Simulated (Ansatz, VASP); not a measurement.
## AgRh in VASP and in Ansatz

```xyz
2
Lattice="2.7015 0.0000 0.0000 -1.3507 2.3395 0.0000 0.0000 0.0000 4.6768" Properties=species:S:1:pos:R:3 pbc="T T T"
Ag    0.0000    0.0000    2.3384
Rh    1.3507    0.7798    0.0000
```

Change from the starting cell: volume scaled by 0.92, no spin polarisation, PAW files.

Alike in both runs: task single point; functional PBE; k mesh 14 × 14 × 7; occupations fermi-dirac, width 0.05 eV; no spin polarisation.

```csv
,VASP,Ansatz
version,VASP 6.6.1,Ansatz 0.2.0
potentials or method,"VASP PAW PBE potentials, release 64 (Ag, Rh_pv)","PAW with Ansatz's default frozen-core files, scalar-relativistic"
plane-wave cutoff (eV),520,420
valence electrons in the cell,26,36
```

```csv
,VASP,Ansatz,Ansatz less VASP
pressure (GPa),12.8,13.0,+0.20
"traceless stress, the component that is largest in VASP (GPa)",-2.25,-2.30,-0.052
```

VASP's potentials hold 26 valence electrons a cell and Ansatz's 36, so a difference there can come from the potentials and not from the codes.
